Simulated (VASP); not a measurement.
A run of VASP 6.6.1 is set up as follows.

File INCAR:

```
  ALGO = Normal
  EDIFF = 1E-7
  ENCUT = 520
  ISIF = 2
  ISMEAR = 0
  LASPH = T
  LCHARG = F
  LREAL = F
  LWAVE = F
  NBANDS = 15
  NELM = 80
  PREC = Accurate
  SIGMA = 0.01
```

File KPOINTS:

```
k-points
0
Gamma
  8 8 8
```

POSCAR

```
CaO
1.0
    2.3312020207      2.3312020207      0.0000000000
   -2.3312020207      2.3312020207      0.0000000000
    0.0000000000      2.3312020207      2.3312020207
Ca O
1 1
Direct
    0.0000000000      0.0000000000      0.0000000000
    0.5000000000      0.5000000000      0.0000000000
```

Potentials or basis: VASP PAW LDA potentials, release 64 (Ca_sv, O).

Run with:

```bash
$ cat potpaw_LDA.64/Ca_sv/POTCAR potpaw_LDA.64/O/POTCAR > POTCAR
$ mpirun -np 1 vasp_std > vasp.out
```

(1) Estimate the band gap on the k mesh.

(2) What does it give for the pressure?

Answers

(1) 3.39 eV, indirect (least direct gap 3.74 eV).

(2) 5.1 GPa.
